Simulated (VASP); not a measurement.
# BAs (F-43m) in VASP: further runs, part 2 of 2

VASP 6.6.1.

**4. Electric field gradients, PBE**

This run uses another cell than the first one, of 13.63 Å³/atom, 1.042 times its volume.

File INCAR:

```
PREC = Accurate ; ENCUT = 520
EDIFF = 1E-8 ; ISMEAR = -1
SIGMA = 0.03 ; LREAL = F
LASPH = T ; NELM = 80
ALGO = Normal ; ISIF = 2
LWAVE = F ; LCHARG = F
GGA = PE ; LEFG = T
NBANDS = 11
```

File KPOINTS:

```
regular mesh
0
Gamma
  15 15 15
```

File POSCAR:

```
BAs
1.0
    0.0000000000      2.3885000000      2.3885000000
    2.3885000000      0.0000000000      2.3885000000
    2.3885000000      2.3885000000      0.0000000000
B As
1 1
Direct
    0.0000000000      0.0000000000      0.0000000000
    0.7500000000      0.7500000000      0.7500000000
```

Potentials or basis: VASP PAW PBE potentials, release 64 (B, As).

Command:

```console
cat potpaw_PBE.64/B/POTCAR potpaw_PBE.64/As/POTCAR > POTCAR
mpirun -np 1 vasp_std > vasp.out
```

OUTCAR:

```text
PREC = Accurate
   ENCUT = 520
   EDIFF = 1E-8
   ISMEAR = -1
   LREAL = F
   LASPH = T
   NELM = 80
   ISIF = 2
   GGA = PE

 ion  position               nearest neighbor table
   1  0.000  0.000  0.000-   2 2.07   2 2.07   2 2.07   2 2.07
   2  0.750  0.750  0.750-   1 2.07   1 2.07   1 2.07   1 2.07

  LATTYP: Found a face centered cubic cell.
 ALAT       =     4.7770000000

  Lattice vectors:

 A1 = (   0.0000000000,   2.3885000000,   2.3885000000)
 A2 = (   2.3885000000,   0.0000000000,   2.3885000000)
 A3 = (   2.3885000000,   2.3885000000,   0.0000000000)

Analysis of symmetry for initial positions (statically):
=====================================================================
 Subroutine PRICEL returns:
 Original cell was already a primitive cell.

 Routine SETGRP: Setting up the symmetry group for a
 face centered cubic supercell.

 Subroutine GETGRP returns: Found 24 space group operations
 (whereof 24 operations were pure point group operations)
 out of a pool of 48 trial point group operations.

The static configuration has the point symmetry T_d .

Analysis of symmetry for dynamics (positions and initial velocities):
=====================================================================
 Subroutine PRICEL returns:
 Original cell was already a primitive cell.

 Routine SETGRP: Setting up the symmetry group for a
 face centered cubic supercell.

 Subroutine GETGRP returns: Found 24 space group operations
 (whereof 24 operations were pure point group operations)
 out of a pool of 48 trial point group operations.

The dynamic configuration has the point symmetry T_d .

[... 161 lines left out ...]
      7       9.4026      0.00000
      8      10.8128      0.00000
      9      15.7090      0.00000
     10      19.0766      0.00000
     11      19.0766      0.00000
[... 309 lines left out ...]
 k-point    24 :       0.2000    0.1333    0.0000
  band No.  band energies     occupation
      1      -8.6226      2.00000
      2       3.3030      2.00000
      3       4.4318      2.00000
      4       4.6480      2.00000
      5       8.6351      0.00000
      6      11.2250      0.00000
      7      11.7149      0.00000
      8      12.2517      0.00000
      9      15.9465      0.00000
     10      17.9899      0.00000
     11      19.3217      0.00000

 [... further k-points ...]
[... 5 lines left out ...]
  --------------------------------------------------------------------------------------
  -------------------------------------------------------------------------------------
  Total        0.5838464      0.5838464      0.5838464      0.0000000      0.0000000     -0.0000000
  in kB       34.3244406     34.3244406     34.3244406      0.0000000      0.0000000     -0.0000000
  external PRESSURE =      34.3244406 kB  Pullay stress =       0.0000000 kB

 VOLUME and BASIS-vectors are now :
 -----------------------------------------------------------------------------
  energy-cutoff  :      520.00
  volume of cell :       27.25
      direct lattice vectors                 reciprocal lattice vectors
     0.000000000  2.388500000  2.388500000    -0.209336404  0.209336404  0.209336404
     2.388500000  0.000000000  2.388500000     0.209336404 -0.209336404  0.209336404
     2.388500000  2.388500000  0.000000000     0.209336404  0.209336404 -0.209336404

 POSITION                                       TOTAL-FORCE (eV/Angst)
 -----------------------------------------------------------------------------------
      0.00000      0.00000      0.00000         0.000000     -0.000000     -0.000000
      3.58275      3.58275      3.58275        -0.000000      0.000000      0.000000
 -----------------------------------------------------------------------------------
    total drift:                                0.000000      0.000000      0.000000

  FREE ENERGIE OF THE ION-ELECTRON SYSTEM (eV)
  ---------------------------------------------------
  free  energy   TOTEN  =       -11.4067935238 eV

  energy  without entropy=      -11.4067935238  energy(sigma->0) =      -11.40679352

 Electric field gradients (V/A^2)
---------------------------------------------------------------------
 ion       V_xx      V_yy      V_zz      V_xy      V_xz      V_yz
---------------------------------------------------------------------
   1       0.000    -0.000    -0.000    -0.000    -0.000    -0.000
   2      -0.000    -0.000     0.000     0.000     0.000     0.000
---------------------------------------------------------------------

 Electric field gradients after diagonalization (V/A^2)
 (convention: |V_zz| > |V_xx| > |V_yy|)
----------------------------------------------------------------------
 ion       V_xx      V_yy      V_zz     asymmetry (V_yy - V_xx)/ V_zz
----------------------------------------------------------------------
   1       0.000     0.000    -0.000       0.000
   2      -0.000    -0.000     0.000       0.000
----------------------------------------------------------------------

           NMR quadrupolar parameters

 Cq : quadrupolar parameter    Cq=e*Q*V_zz/h
 eta: asymmetry parameters     (V_yy - V_xx)/ V_zz
 Q  : nuclear electric quadrupole moment in mb (millibarn)
----------------------------------------------------------------------
 ion       Cq(MHz)       eta       Q (mb)
----------------------------------------------------------------------
   1      -0.000       0.000       1.000
   2       0.000       0.000       1.000
----------------------------------------------------------------------
```

stdout:

```text
POSCAR found type information on POSCAR B As
 POSCAR found :  2 types and       2 ions
 scaLAPACK will be used
 LDA part: xc-table for (Slater+PW92), standard interpolation
 POSCAR, INCAR and KPOINTS ok, starting setup
 FFT: planning ... GRIDC
 FFT: planning ... GRID_SOFT
 FFT: planning ... GRID
 WAVECAR not read
 entering main loop
ion   1

ion   2
```

It took 69 s on 1 thread of AMD EPYC 7R43 (Zen 3), shared host; peak memory 0.14 GiB.

What came out:

```
Free energy            : -11.4068 eV
Pressure               : 3.4 GPa
Band gap on the k mesh : 1.18 eV, indirect (least direct gap 3.28 eV)
```

Caveat: without QUAD_EFG the Cq values of the log hold for a quadrupole moment of 1 mb, not for the nuclei. A hybrid or GW would open this gap; PBE tends to underestimate it.

**5. Electric field gradients, PBE (volume scaled by 1.02)**

File INCAR:

```
  PREC = Accurate
  ENCUT = 520
  EDIFF = 1E-8
  ISMEAR = -1
  SIGMA = 0.03
  LREAL = F
  LASPH = T
  NELM = 100
  ALGO = Normal
  ISIF = 2
  LWAVE = F
  LCHARG = F
  GGA = PE
  LEFG = T
  NBANDS = 11
```

KPOINTS is that of step 4.

File POSCAR:

```
BAs
1.0
    0.0000000000      2.4043183418      2.4043183418
    2.4043183418      0.0000000000      2.4043183418
    2.4043183418      2.4043183418      0.0000000000
B As
1 1
Direct
    0.0000000000      0.0000000000      0.0000000000
    0.7500000000      0.7500000000      0.7500000000
```

Potentials or basis: VASP PAW PBE potentials, release 64 (B, As).

Command:

```console
cat potpaw_PBE.64/B/POTCAR potpaw_PBE.64/As/POTCAR > POTCAR
mpirun -np 1 vasp_std > vasp.out
```

OUTCAR:

```text
PREC = Accurate
   ENCUT = 520
   EDIFF = 1E-8
   ISMEAR = -1
   LREAL = F
   LASPH = T
   NELM = 100
   ISIF = 2
   GGA = PE

 ion  position               nearest neighbor table
   1  0.000  0.000  0.000-   2 2.08   2 2.08   2 2.08   2 2.08
   2  0.750  0.750  0.750-   1 2.08   1 2.08   1 2.08   1 2.08

  LATTYP: Found a face centered cubic cell.
 ALAT       =     4.8086366836

  Lattice vectors:

 A1 = (   0.0000000000,   2.4043183418,   2.4043183418)
 A2 = (   2.4043183418,   0.0000000000,   2.4043183418)
 A3 = (   2.4043183418,   2.4043183418,   0.0000000000)

Analysis of symmetry for initial positions (statically):
=====================================================================
 Subroutine PRICEL returns:
 Original cell was already a primitive cell.

 Routine SETGRP: Setting up the symmetry group for a
 face centered cubic supercell.

 Subroutine GETGRP returns: Found 24 space group operations
 (whereof 24 operations were pure point group operations)
 out of a pool of 48 trial point group operations.

The static configuration has the point symmetry T_d .

Analysis of symmetry for dynamics (positions and initial velocities):
=====================================================================
 Subroutine PRICEL returns:
 Original cell was already a primitive cell.

 Routine SETGRP: Setting up the symmetry group for a
 face centered cubic supercell.

 Subroutine GETGRP returns: Found 24 space group operations
 (whereof 24 operations were pure point group operations)
 out of a pool of 48 trial point group operations.

The dynamic configuration has the point symmetry T_d .

[... 161 lines left out ...]
      7       9.1612      0.00000
      8      10.3455      0.00000
      9      15.3973      0.00000
     10      18.7803      0.00000
     11      18.7803      0.00000
[... 309 lines left out ...]
 k-point    24 :       0.2000    0.1333    0.0000
  band No.  band energies     occupation
      1      -8.6722      2.00000
      2       3.1014      2.00000
      3       4.2528      2.00000
      4       4.4504      2.00000
      5       8.4089      0.00000
      6      10.8933      0.00000
      7      11.4261      0.00000
      8      11.9328      0.00000
      9      15.6462      0.00000
     10      17.6271      0.00000
     11      19.0269      0.00000

 [... further k-points ...]
[... 5 lines left out ...]
  --------------------------------------------------------------------------------------
  -------------------------------------------------------------------------------------
  Total        0.1136510      0.1136510      0.1136510      0.0000000      0.0000000     -0.0000000
  in kB        6.5505507      6.5505507      6.5505507      0.0000000      0.0000000     -0.0000000
  external PRESSURE =       6.5505507 kB  Pullay stress =       0.0000000 kB

 VOLUME and BASIS-vectors are now :
 -----------------------------------------------------------------------------
  energy-cutoff  :      520.00
  volume of cell :       27.80
      direct lattice vectors                 reciprocal lattice vectors
     0.000000000  2.404318342  2.404318342    -0.207959151  0.207959151  0.207959151
     2.404318342  0.000000000  2.404318342     0.207959151 -0.207959151  0.207959151
     2.404318342  2.404318342  0.000000000     0.207959151  0.207959151 -0.207959151

 POSITION                                       TOTAL-FORCE (eV/Angst)
 -----------------------------------------------------------------------------------
      0.00000      0.00000      0.00000        -0.000000     -0.000000     -0.000000
      3.60648      3.60648      3.60648         0.000000      0.000000      0.000000
 -----------------------------------------------------------------------------------
    total drift:                                0.000000      0.000000      0.000000

  FREE ENERGIE OF THE ION-ELECTRON SYSTEM (eV)
  ---------------------------------------------------
  free  energy   TOTEN  =       -11.4137704095 eV

  energy  without entropy=      -11.4137704095  energy(sigma->0) =      -11.41377041

 Electric field gradients (V/A^2)
---------------------------------------------------------------------
 ion       V_xx      V_yy      V_zz      V_xy      V_xz      V_yz
---------------------------------------------------------------------
   1      -0.000     0.000     0.000    -0.000    -0.000    -0.000
   2      -0.000    -0.000     0.000     0.000     0.000     0.000
---------------------------------------------------------------------

 Electric field gradients after diagonalization (V/A^2)
 (convention: |V_zz| > |V_xx| > |V_yy|)
----------------------------------------------------------------------
 ion       V_xx      V_yy      V_zz     asymmetry (V_yy - V_xx)/ V_zz
----------------------------------------------------------------------
   1       0.000     0.000    -0.000       0.000
   2      -0.000    -0.000     0.000       0.000
----------------------------------------------------------------------

           NMR quadrupolar parameters

 Cq : quadrupolar parameter    Cq=e*Q*V_zz/h
 eta: asymmetry parameters     (V_yy - V_xx)/ V_zz
 Q  : nuclear electric quadrupole moment in mb (millibarn)
----------------------------------------------------------------------
 ion       Cq(MHz)       eta       Q (mb)
----------------------------------------------------------------------
   1      -0.000       0.000       1.000
   2       0.000       0.000       1.000
----------------------------------------------------------------------
```

Run time: 70 s. Hardware: 1 thread of AMD EPYC 7R43 (Zen 3), shared host; peak memory 0.15 GiB.

What came out:

```yaml
Free_energy: -11.4138 eV
Pressure: 0.7 GPa
Band_gap_on_the_k_mesh: 1.20 eV, indirect (least direct gap 3.25 eV)
```

Caveat: the cell differs from its parent crystal (volume scaled by 1.02); without QUAD_EFG the Cq values of the log hold for a quadrupole moment of 1 mb, not for the nuclei. A k mesh can miss the band edges.

**6. Electric field gradients, PBE (volume scaled by 1.04)**

File INCAR:

```
SYSTEM = BAs
PREC = Accurate ; ENCUT = 520
EDIFF = 1E-8 ; ISMEAR = -1
SIGMA = 0.03 ; LREAL = .FALSE.
LASPH = .TRUE. ; NELM = 80
ALGO = Normal ; ISIF = 2
LWAVE = .FALSE. ; LCHARG = .FALSE.
GGA = PE ; LEFG = .TRUE.
NBANDS = 11
```

File KPOINTS:

```
Automatic mesh
0
G
  15 15 15
  0 0 0
```

File POSCAR:

```
BAs
1.0
    0.0000000000      2.4199312360      2.4199312360
    2.4199312360      0.0000000000      2.4199312360
    2.4199312360      2.4199312360      0.0000000000
B As
1 1
Direct
    0.0000000000      0.0000000000      0.0000000000
    0.7500000000      0.7500000000      0.7500000000
```

Potentials or basis: VASP PAW PBE potentials, release 64 (B, As).

Command:

```console
cat potpaw_PBE.64/B/POTCAR potpaw_PBE.64/As/POTCAR > POTCAR
mpirun -np 1 vasp_std > vasp.out
```

OUTCAR:

```text
SYSTEM = BAs
   PREC = Accurate
   ENCUT = 520
   EDIFF = 1E-8
   ISMEAR = -1
   LREAL = .FALSE.
   LASPH = .TRUE.
   NELM = 80
   ISIF = 2
   GGA = PE

 ion  position               nearest neighbor table
   1  0.000  0.000  0.000-   2 2.10   2 2.10   2 2.10   2 2.10
   2  0.750  0.750  0.750-   1 2.10   1 2.10   1 2.10   1 2.10

  LATTYP: Found a face centered cubic cell.
 ALAT       =     4.8398624720

  Lattice vectors:

 A1 = (   0.0000000000,   2.4199312360,   2.4199312360)
 A2 = (   2.4199312360,   0.0000000000,   2.4199312360)
[... 548 lines left out ...]
  ---------------------------------------------------
  free  energy   TOTEN  =       -11.4117636163 eV

  energy  without entropy=      -11.4117636163  energy(sigma->0) =      -11.41176362

 Electric field gradients (V/A^2)
---------------------------------------------------------------------
 ion       V_xx      V_yy      V_zz      V_xy      V_xz      V_yz
---------------------------------------------------------------------
   1      -0.000     0.000     0.000    -0.000    -0.000    -0.000
   2       0.000     0.000    -0.000     0.000     0.000     0.000
---------------------------------------------------------------------

 Electric field gradients after diagonalization (V/A^2)
 (convention: |V_zz| > |V_xx| > |V_yy|)
----------------------------------------------------------------------
 ion       V_xx      V_yy      V_zz     asymmetry (V_yy - V_xx)/ V_zz
----------------------------------------------------------------------
   1       0.000     0.000    -0.000       0.000
   2      -0.000    -0.000     0.000       0.000
----------------------------------------------------------------------

           NMR quadrupolar parameters

 Cq : quadrupolar parameter    Cq=e*Q*V_zz/h
 eta: asymmetry parameters     (V_yy - V_xx)/ V_zz
 Q  : nuclear electric quadrupole moment in mb (millibarn)
----------------------------------------------------------------------
 ion       Cq(MHz)       eta       Q (mb)
----------------------------------------------------------------------
   1      -0.000       0.000       1.000
   2       0.000       0.000       1.000
----------------------------------------------------------------------
```

OSZICAR:

```text
N       E                     dE             d eps       ncg     rms          rms(c)
DAV:   1     0.120299338480E+02    0.12030E+02   -0.37599E+03  2640   0.643E+02
DAV:   2    -0.112703815430E+02   -0.23300E+02   -0.22325E+02  3677   0.103E+02
DAV:   3    -0.119755097739E+02   -0.70513E+00   -0.70360E+00  3273   0.167E+01
DAV:   4    -0.119775127458E+02   -0.20030E-02   -0.20029E-02  2908   0.102E+00
DAV:   5    -0.119775160453E+02   -0.32996E-05   -0.32995E-05  3192   0.440E-02    0.466E+00
DAV:   6    -0.114679932744E+02    0.50952E+00   -0.14673E+00  2799   0.481E+00    0.227E+00
DAV:   7    -0.114175125862E+02    0.50481E-01   -0.16471E-01  3084   0.200E+00    0.952E-01
DAV:   8    -0.114112968738E+02    0.62157E-02   -0.19271E-02  2994   0.782E-01    0.942E-02
DAV:   9    -0.114115988616E+02   -0.30199E-03   -0.78226E-04  3023   0.158E-01    0.544E-02
DAV:  10    -0.114117569575E+02   -0.15810E-03   -0.19439E-04  2791   0.845E-02    0.118E-02
DAV:  11    -0.114117631315E+02   -0.61740E-05   -0.56883E-06  3291   0.159E-02    0.966E-03
DAV:  12    -0.114117634525E+02   -0.32105E-06   -0.28363E-06  2760   0.920E-03    0.333E-03
DAV:  13    -0.114117634934E+02   -0.40878E-07   -0.82353E-08  3275   0.186E-03    0.112E-03
DAV:  14    -0.114117636118E+02   -0.11834E-06   -0.14371E-08  2726   0.792E-04    0.130E-04
DAV:  15    -0.114117636163E+02   -0.45345E-08   -0.30591E-10  1356   0.129E-04
   1 F= -.11411764E+02 E0= -.11411764E+02  d E =-.867714E-11
```

It took 69 s on 1 thread of AMD EPYC 7R43 (Zen 3), shared host; peak memory 0.15 GiB.

Results:

* Free energy: -11.4118 eV
* Pressure: -1.9 GPa
* Band gap on the k mesh: 1.22 eV, indirect (least direct gap 3.23 eV)

Levels at points of the mesh, in eV from the valence-band top:
| k point | band 1 | band 2 | band 3 | band 4 | band 5 | band 6 | band 7 | band 8 |
| --- | --- | --- | --- | --- | --- | --- | --- | --- |
| (0.00, 0.00, 0.00) | -15.05 | 0.00 | 0.00 | 0.00 | 3.23 | 3.23 | 3.23 | 4.19 |

Caveat: the cell differs from its parent crystal (volume scaled by 1.04); without QUAD_EFG the Cq values of the log hold for a quadrupole moment of 1 mb, not for the nuclei. A k mesh can miss the band edges.

**7. The runs side by side**

```csv
cell,gap on the mesh (eV),pressure (GPa)
"a = 3.332 Å, angles 60.0°, 2 atoms",1.13,9.9
"a = 3.355 Å, angles 60.0°, 2 atoms",1.15,6.5
"a = 3.378 Å, angles 60.0°, 2 atoms",1.18,3.4
"a = 3.400 Å, angles 60.0°, 2 atoms",1.20,0.7
"a = 3.422 Å, angles 60.0°, 2 atoms",1.22,-1.9
```

Alike in all rows: task electric field gradients; level PBE; potentials or basis VASP PAW PBE potentials, release 64 (B, As); no spin polarisation; k mesh 15 × 15 × 15; cutoff (eV) 520; smearing fermi-dirac 0.03 eV.

Absolute energies hang on the potentials; compare differences alone.
